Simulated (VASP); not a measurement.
Here is a VASP 6.6.1 calculation.

INCAR

```
  ALGO = Normal
  EDIFF = 1E-6
  ENCUT = 520
  GGA = PE
  ISIF = 2
  ISMEAR = 0
  IVDW = 12
  LASPH = True
  LCHARG = True
  LELF = True
  LREAL = False
  LVHAR = True
  LWAVE = False
  NBANDS = 14
  NELM = 80
  PREC = Accurate
  SIGMA = 0.05
```

Contents of KPOINTS:

```
k-points
0
Gamma
  10 10 10
```

File POSCAR:

```
Bi
1.0
   -3.9168834400      3.9168834400      1.3733414400
    3.9168834400     -3.9168834400      1.3733414400
    3.9168834400      3.9168834400     -1.3733414400
Bi
1
Direct
    0.0000000000      0.0000000000      0.0000000000
```

Potentials or basis: VASP PAW PBE potentials, release 64 (Bi_d).

Launch:

```console
$ cat potpaw_PBE.64/Bi_d/POTCAR > POTCAR
$ mpirun -np 1 vasp_std > vasp.out
```

Question: What does it give for the pressure?

Answer: 0.4 GPa.

Question: Predict the dispersion energy per atom.

Answer: -0.161 eV.

Stress tensor (GPa, compression positive):
```
-0.86  0.00  0.00
 0.00 -0.86  0.00
 0.00  0.00  3.04
```

Caveat: the cell differs from its parent crystal (strain -0.080 along x and y, -0.040 along z); pairwise dispersion overbinds metals, which lowers pressure and volume.
